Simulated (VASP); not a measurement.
A run of VASP 6.6.1 is set up as follows.

Contents of INCAR:

```
PREC     = Accurate       # precision mode
ENCUT    = 600            # plane-wave cutoff, eV
EDIFF    = 1E-6           # SCF threshold, eV
ISMEAR   = 0              # smearing method
SIGMA    = 0.05           # smearing width, eV
LREAL    = False          # projectors in reciprocal space
LASPH    = True           # aspherical terms in the spheres
NELM     = 60             # most SCF steps
ALGO     = Normal         # electronic algorithm
ISIF     = 4              # what is computed and relaxed
LWAVE    = False          # write WAVECAR
LCHARG   = False          # write CHGCAR
GGA      = PS             # functional
IBRION   = 2              # ionic algorithm
NSW      = 60             # ionic steps
EDIFFG   = -0.01          # ionic threshold
```

The input KPOINTS:

```
Automatic mesh
0
Gamma
  10 10 6
```

The input POSCAR:

```
SbMo
1.0
    4.3660601245      0.0000000000      0.0000000000
   -2.1830300623      3.7811189823      0.0000000000
    0.0000000000      0.0000000000      5.2524253895
Mo Sb
2 2
Direct
    0.0000000000      0.0000000000      0.0000000000
    0.0000000000      0.0000000000      0.5000000000
    0.3333333333      0.6666666667      0.2500000000
    0.6666666667      0.3333333333      0.7500000000
```

Potentials or basis: VASP PAW PBE potentials, release 64 (Mo_sv, Sb).

Run with:

```sh
$ cat potpaw_PBE.64/Mo_sv/POTCAR potpaw_PBE.64/Sb/POTCAR > POTCAR
$ mpirun -np 1 vasp_std > vasp.out
```

(1) Predict the band gap on the k mesh.

## Answers

(1) zero (bands 19 and 20 overlap by 1.46 eV).

Caveat: spin-orbit coupling is left out, which moves the levels of the heavy elements.
